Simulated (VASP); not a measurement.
A run of VASP 6.6.1 is set up as follows.

Contents of INCAR:

```
SYSTEM = NaS6
PREC = Accurate ; ENCUT = 600
EDIFF = 1E-6 ; ISMEAR = 0
SIGMA = 0.1 ; LREAL = .FALSE.
LASPH = .TRUE. ; NELM = 100
ALGO = Normal ; ISIF = 3
LWAVE = .FALSE. ; LCHARG = .FALSE.
GGA = PE ; IBRION = 2
NSW = 90 ; EDIFFG = -0.04
```

File KPOINTS:

```
regular mesh
0
G
  3 3 4
  0 0 0
```

POSCAR

```
NaS6
1.0
    6.9451968822      0.0000000000      0.0000000000
   -3.4725984411      6.0147169343      0.0000000000
    0.0000000000      0.0000000000      4.5476154845
Na S
1 6
Direct
    0.0000000000      0.0000000000      0.0000000000
    0.8186858704      0.6373717407      0.5000000000
    0.3626282593      0.1813141296      0.5000000000
    0.8186858704      0.1813141296      0.5000000000
    0.1813141296      0.3626282593      0.5000000000
    0.6373717407      0.8186858704      0.5000000000
    0.1813141296      0.8186858704      0.5000000000
```

Potentials or basis: VASP PAW PBE potentials, release 64 (Na_pv, S).

Command:

```console
$ cat potpaw_PBE.64/Na_pv/POTCAR potpaw_PBE.64/S/POTCAR > POTCAR
$ mpirun -np 1 vasp_std > vasp.out
```

Question: Predict the relaxed volume.

Answer: 26.96 Å³/atom.

Question: Predict the band gap on the k mesh.

Answer: Zero (an odd number of electrons rules out a gap without spin polarisation).

Question: What does it give for the relaxed cell?

Answer: a = 6.929 Å, b = 6.929 Å, c = 4.538 Å, α = 90.00°, β = 90.00°, γ = 120.00°.

The path:
| step | energy change (eV) | largest force (eV/Å) | pressure (GPa) | volume (Å³) |
| --- | --- | --- | --- | --- |
| 1 | 0.0000 | 0.0428 | -0.27 | 189.97 |
| 2 | -0.0009 | 0.0267 | 0.06 | 188.72 |
